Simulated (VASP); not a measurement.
# Ge (R-3m) in VASP: notebook

The runs below take Ge through single point, with r2SCAN.

Program: VASP 6.6.1. These are calculated values, not measurements. Logs are shortened: lines on timing, memory, paths and dates and some standing lists are left out, and cuts for length are marked.

### 1 The cell of the first run

Symmetry: R-3m, No. 166, trigonal system. The conventional cell has a = 3.127 Å, b = 3.127 Å, c = 21.807 Å, α = 90.00°, β = 90.00°, γ = 120.00°. Ge (site symmetry -3m) has 12 Ge at 2.74 to 3.13 Å within 3.6 Å. Within 3.7 Å of Ge (site symmetry 3m) lie 12 Ge at 2.74 to 3.63 Å.

### 2 Single point, r2SCAN

File POSCAR:

```
Ge
1.0
    1.5634208183      0.9026414303      7.2689169150
   -1.5634208183      0.9026414303      7.2689169150
    0.0000000000     -1.8052828606      7.2689169150
Ge
3
Direct
    0.0000000000      0.0000000000      0.0000000000
    0.2389041413      0.2389041413      0.2389041413
    0.7610958587      0.7610958587      0.7610958587
```

File INCAR.step1:

```
SYSTEM = Ge
ALGO     = Normal         ! electronic algorithm
EDIFF    = 1E-4           ! SCF threshold, eV
ENCUT    = 520            ! plane-wave cutoff, eV
GGA      = PE             ! functional
ISMEAR   = 0              ! smearing method
LASPH    = .TRUE.         ! aspherical terms in the spheres
LCHARG   = .FALSE.        ! write CHGCAR
LREAL    = .FALSE.        ! projectors in reciprocal space
LWAVE    = .TRUE.         ! write WAVECAR
NBANDS   = 28             ! bands
NELM     = 100            ! most SCF steps
PREC     = Accurate       ! precision mode
SIGMA    = 0.1            ! smearing width, eV
```

File INCAR.step2:

```
SYSTEM = Ge
ALGO     = Normal         ! electronic algorithm
EDIFF    = 1E-7           ! SCF threshold, eV
ENCUT    = 520            ! plane-wave cutoff, eV
ISIF     = 2              ! what is computed and relaxed
ISMEAR   = 0              ! smearing method
ISTART   = 1            
LASPH    = .TRUE.         ! aspherical terms in the spheres
LCHARG   = .TRUE.         ! write CHGCAR
LELF     = .TRUE.         ! ELF
LMIXTAU  = .TRUE.       
LREAL    = .FALSE.        ! projectors in reciprocal space
LVHAR    = .TRUE.       
LWAVE    = .FALSE.        ! write WAVECAR
METAGGA  = R2SCAN         ! meta-GGA
NBANDS   = 28             ! bands
NELM     = 100            ! most SCF steps
PREC     = Accurate       ! precision mode
SIGMA    = 0.1            ! smearing width, eV
```

File KPOINTS:

```
k-points
0
G
  6 6 6
  0 0 0
```

Potentials or basis: VASP PAW PBE potentials, release 64 (Ge_d).

The run is started by

```sh
cat potpaw_PBE.64/Ge_d/POTCAR > POTCAR
cp INCAR.step1 INCAR
mpirun -np 1 vasp_std > vasp.out
cp INCAR.step2 INCAR
mpirun -np 1 vasp_std > vasp.out
```

OUTCAR:

```text
SYSTEM = Ge
   EDIFF = 1E-7
   ENCUT = 520
   ISIF = 2
   ISMEAR = 0
   ISTART = 1
   LASPH = .TRUE.
   LREAL = .FALSE.
   METAGGA = R2SCAN
   NELM = 100
   PREC = Accurate

 ion  position               nearest neighbor table
   1  0.000  0.000  0.000-   3 2.74   2 2.74   3 2.74   3 2.74   2 2.74   2 2.74
   2  0.239  0.239  0.239-   1 2.74   1 2.74   1 2.74
   3  0.761  0.761  0.761-   1 2.74   1 2.74   1 2.74

  LATTYP: Found a trigonal (rhomboedric) cell.
 ALAT       =     7.4897396032
 COS(alpha) =     0.9128538231

  Lattice vectors:

 A1 = (   1.5634208183,   0.9026414303,   7.2689169150)
 A2 = (  -1.5634208183,   0.9026414303,   7.2689169150)
 A3 = (   0.0000000000,  -1.8052828606,   7.2689169150)

Analysis of symmetry for initial positions (statically):
=====================================================================
 Subroutine PRICEL returns:
 Original cell was already a primitive cell.

 Routine SETGRP: Setting up the symmetry group for a
 trigonal (rhombohedral) supercell.

 Subroutine GETGRP returns: Found 12 space group operations
 (whereof 12 operations were pure point group operations)
 out of a pool of 12 trial point group operations.

The static configuration has the point symmetry D_3d.

Analysis of symmetry for dynamics (positions and initial velocities):
=====================================================================
 Subroutine PRICEL returns:
 Original cell was already a primitive cell.

 Routine SETGRP: Setting up the symmetry group for a
 trigonal (rhombohedral) supercell.

 Subroutine GETGRP returns: Found 12 space group operations
 (whereof 12 operations were pure point group operations)
 out of a pool of 12 trial point group operations.

The dynamic configuration has the point symmetry D_3d.

 Subroutine INISYM returns: Found 12 space group operations
 (whereof 12 operations are pure point group operations),
 and found     1 'primitive' translations

----------------------------------------------------------------------------------------

                                     Primitive cell

  volume of cell :      61.5477

  direct lattice vectors                    reciprocal lattice vectors
     1.563420818  0.902641430  7.268916915     0.319811527  0.184643271  0.045857359
    -1.563420818  0.902641430  7.268916915    -0.319811527  0.184643271  0.045857359
[... 85 lines left out ...]
   ENCUT  =  520.0 eV  38.22 Ry    6.18 a.u.  13.93 13.93 13.93*2*pi/ulx,y,z
   NELM   =    100;   NELMIN=  2; NELMDL=  0     # of ELM steps
   EDIFF  = 0.1E-06   stopping-criterion for ELM
   LREAL  =      F    real-space projection
   EDIFFG = 0.1E-05   stopping-criterion for IOM
   NSW    =      0    number of steps for IOM
   IBRION =     -1    ionic relax: 0-MD 1-quasi-New 2-CG
   NFREE  =      0    steps in history (QN), initial steepest desc. (CG)
   ISIF   =      2    stress and relaxation
   ISYM   =      2    0-nonsym 1-usesym 2-fastsym
   POTIM  = 0.5000    time-step for ionic-motion
   TEBEG  =    0.0;   TEEND  =   0.0 temperature during run
   PSTRESS=    0.0 pullay stress
   NELECT =      42.0000    total number of electrons
   NUPDOWN=      -1.0000    fix difference up-down
   EMIN   =  10.00;   EMAX   =-10.00  energy-range for DOS
   EFERMI =   0.00;   METHOD = LEGACY
   ISMEAR =     0;   SIGMA  =   0.10  broadening in eV -4-tet -1-fermi 0-gaus
   EFERMI_NEDOS =   21; number of points for ismear=-14 and -15
   IALGO  =     38    algorithm
   IMIX   =      4    mixing-type and parameters
     AMIX     =   0.40;   BMIX     =  1.00
     AMIX_MAG =   1.60;   BMIX_MAG =  1.00
  volume/ion in A,a.u.               =      20.52       138.45
  Fermi-wavevector in a.u.,A,eV,Ry     =   1.441298  2.723659 28.263940  2.077341
  Thomas-Fermi vector in A             =   2.559946
   LORBIT       =      0    0 simple, 1 ext, 2 COOP (PROOUT), +10 PAW based schemes
   METAGGA = R2SCAN    functional components
   LHFCALC =     F    Hartree Fock is set to
   AEXX    =    0.0000 exact exchange contribution
   IVDW    =     0    specifies the selected vdW correction
   LEPSILON=     F    determine dielectric tensor
   LRPA    =     F    only Hartree local field effects (RPA)
 non-spin polarized calculation
 Gauss-broadening in eV      SIGMA  =   0.10
  energy-cutoff  :      520.00
  volume of cell :       61.55
 maximum number of plane-waves:      1672
   NGX = 27   NGY = 27   NGZ = 27

 number of electron      42.0000007 magnetization

 Free energy of the ion-electron system (eV)
  ---------------------------------------------------
  ext. energy  EPLUGINS =         0.00000000
  ---------------------------------------------------
  free energy    TOTEN  =       -39.91225416 eV

  energy without entropy =      -39.90907889  energy(sigma->0) =      -39.91066652

 E-fermi :   5.6568     XC(G=0): -11.7829

 val. band max:        5.5583135141   @ k =  -0.1667   0.3333   0.1667
 cond. band min:       5.7043351578   @ k =   0.3333  -0.0000   0.0000
 fundamental gap:      0.1460216437
 Fermi energy:         5.6567842324

 k-point     1 :       0.0000    0.0000    0.0000
  band No.  band energies     occupation
      1     -19.7388      2.00000
      2     -19.7388      2.00000
      3     -19.7050      2.00000
      4     -19.7050      2.00000
      5     -19.6983      2.00000
      6     -19.6808      2.00000
[... 733 lines left out ...]
     27      13.2089      0.00000
     28      15.4936      0.00000

 [... further k-points ...]

------------------------ aborting loop because EDIFF is reached ----------------------------------------

  FORCE on cell =-STRESS in cart. coord.  units (eV):
  Direction    XX          YY          ZZ          XY          YZ          ZX
  --------------------------------------------------------------------------------------
  -------------------------------------------------------------------------------------
  Total       -0.0652671     -0.0652671     -0.0575967      0.0000000      0.0000000      0.0000000
  in kB       -1.6989969     -1.6989969     -1.4993254      0.0000000      0.0000000      0.0000000
  external PRESSURE =      -1.6324398 kB  Pullay stress =       0.0000000 kB

 VOLUME and BASIS-vectors are now :
 -----------------------------------------------------------------------------
  energy-cutoff  :      520.00
  volume of cell :       61.55
      direct lattice vectors                 reciprocal lattice vectors
     1.563420818  0.902641430  7.268916915     0.319811527  0.184643271  0.045857359
    -1.563420818  0.902641430  7.268916915    -0.319811527  0.184643271  0.045857359
     0.000000000 -1.805282861  7.268916915     0.000000000 -0.369286543  0.045857359

 POSITION                                       TOTAL-FORCE (eV/Angst)
 -----------------------------------------------------------------------------------
      0.00000      0.00000      0.00000         0.000000      0.000000      0.000000
      0.00000      0.00000      5.20972         0.000000     -0.000000      0.009009
      0.00000      0.00000     16.59703         0.000000      0.000000     -0.009009
 -----------------------------------------------------------------------------------
    total drift:                               -0.000000      0.000000     -0.000000

  FREE ENERGIE OF THE ION-ELECTRON SYSTEM (eV)
  ---------------------------------------------------
  free  energy   TOTEN  =       -39.9122541608 eV

  energy  without entropy=      -39.9090788861  energy(sigma->0) =      -39.91066652
```

OSZICAR.step1:

```text
N       E                     dE             d eps       ncg     rms          rms(c)
DAV:   1     0.312238158099E+03    0.31224E+03   -0.21483E+04  2032   0.423E+03
DAV:   2     0.386126803732E+02   -0.27363E+03   -0.26631E+03  1792   0.702E+02
DAV:   3    -0.103323616662E+02   -0.48945E+02   -0.48336E+02  2056   0.180E+02
DAV:   4    -0.125119877126E+02   -0.21796E+01   -0.21743E+01  2064   0.440E+01
DAV:   5    -0.125510806315E+02   -0.39093E-01   -0.39091E-01  1972   0.662E+00    0.223E+00
DAV:   6    -0.124720116252E+02    0.79069E-01   -0.17691E-01  2480   0.773E+00    0.126E+00
DAV:   7    -0.124623060322E+02    0.97056E-02   -0.40328E-02  2316   0.296E+00    0.489E-01
DAV:   8    -0.124604619756E+02    0.18441E-02   -0.48616E-03  2512   0.206E+00    0.907E-02
DAV:   9    -0.124606165209E+02   -0.15455E-03   -0.27468E-03  2364   0.101E+00    0.390E-02
DAV:  10    -0.124606465681E+02   -0.30047E-04   -0.29997E-04  1524   0.264E-01
   1 F= -.12460647E+02 E0= -.12458607E+02  d E =-.407937E-02
```

It took 19 min on 1 thread of Intel Xeon Platinum 8488C (Sapphire Rapids), shared host; peak memory 0.44 GiB.

Results:

- Free energy: -39.9123 eV
- Pressure: -0.2 GPa
- Largest force: 0.009 eV/Å
- Band gap on the k mesh: zero (bands 21 and 22 overlap by 6.80 eV)

Forces on the atoms (eV/Å):
```
Ge   0.000  0.000  0.000
Ge   0.000  0.000  0.009
Ge   0.000  0.000 -0.009
```

Caveat: the k points lie up to 0.39 Å⁻¹ apart, too coarse for converged energies and pressures of a metal; the PAW data sets were made with another functional, which shifts forces and pressure a little.

### 3 Single point, r2SCAN

This run uses another cell than the first one, of 26.54 Å³/atom.

File POSCAR:

```
Ge
1.0
    1.6817192674      0.9709410717      8.1276436956
   -1.6817192674      0.9709410717      8.1276436956
    0.0000000000     -1.9418821435      8.1276436956
Ge
3
Direct
    0.0000000000      0.0000000000      0.0000000000
    0.2222200000      0.2222200000      0.2222200000
    0.7777800000      0.7777800000      0.7777800000
```

File INCAR.step1:

```
SYSTEM = Ge
  PREC = Accurate
  ENCUT = 520
  ISMEAR = 0
  SIGMA = 0.1
  LREAL = .FALSE.
  LASPH = .TRUE.
  NELM = 100
  NBANDS = 28
  GGA = PE
  ALGO = Normal
  EDIFF = 1E-4
  LWAVE = .TRUE.
  LCHARG = .FALSE.
```

File INCAR.step2:

```
SYSTEM = Ge
  PREC = Accurate
  ENCUT = 520
  EDIFF = 1E-6
  ISMEAR = 0
  SIGMA = 0.1
  LREAL = .FALSE.
  LASPH = .TRUE.
  NELM = 100
  ALGO = Normal
  ISIF = 2
  LWAVE = .FALSE.
  LCHARG = .FALSE.
  METAGGA = R2SCAN
  LMIXTAU = .TRUE.
  NBANDS = 28
  ISTART = 1
```

File KPOINTS:

```
regular mesh
0
G
  6 6 6
  0 0 0
```

Potentials or basis: VASP PAW PBE potentials, release 64 (Ge_d).

The run is started by

```sh
cat potpaw_PBE.64/Ge_d/POTCAR > POTCAR
cp INCAR.step1 INCAR
mpirun -np 1 vasp_std > vasp.out
cp INCAR.step2 INCAR
mpirun -np 1 vasp_std > vasp.out
```

It took 41 min on 1 thread of Intel Xeon 8259CL, shared host; peak memory 0.63 GiB.

The run converged. Its results:

| Item | Value |
| --- | --- |
| Free energy | -38.6734 eV |
| Pressure | -10.8 GPa |
| Largest force | 0.285 eV/Å |
| Band gap on the k mesh | zero (bands 21 and 22 overlap by 6.73 eV) |

Forces in eV/Å, atoms in the order of the input:
```
Ge   0.000  0.000  0.000
Ge   0.000  0.000  0.285
Ge   0.000  0.000 -0.285
```

Levels at points of the mesh, in eV from the Fermi level:
| k point | band 19 | band 20 | band 21 | band 22 | band 23 | band 24 |
| --- | --- | --- | --- | --- | --- | --- |
| (0.00, 0.00, 0.00) | -1.44 | -1.44 | 4.95 | 4.95 | 5.04 | 5.04 |
| (0.50, 0.00, 0.00) | -3.80 | -2.89 | -2.58 | 0.98 | 1.71 | 2.35 |
| (0.50, 0.50, 0.00) | -3.88 | -2.88 | -2.06 | 0.20 | 1.54 | 1.85 |
| (0.50, 0.50, 0.50) | -4.08 | 3.14 | 3.16 | 4.67 | 4.67 | 5.66 |

Caveat: the k points lie up to 0.36 Å⁻¹ apart, too coarse for converged energies and pressures of a metal; the PAW data sets were made with another functional, which shifts forces and pressure a little.
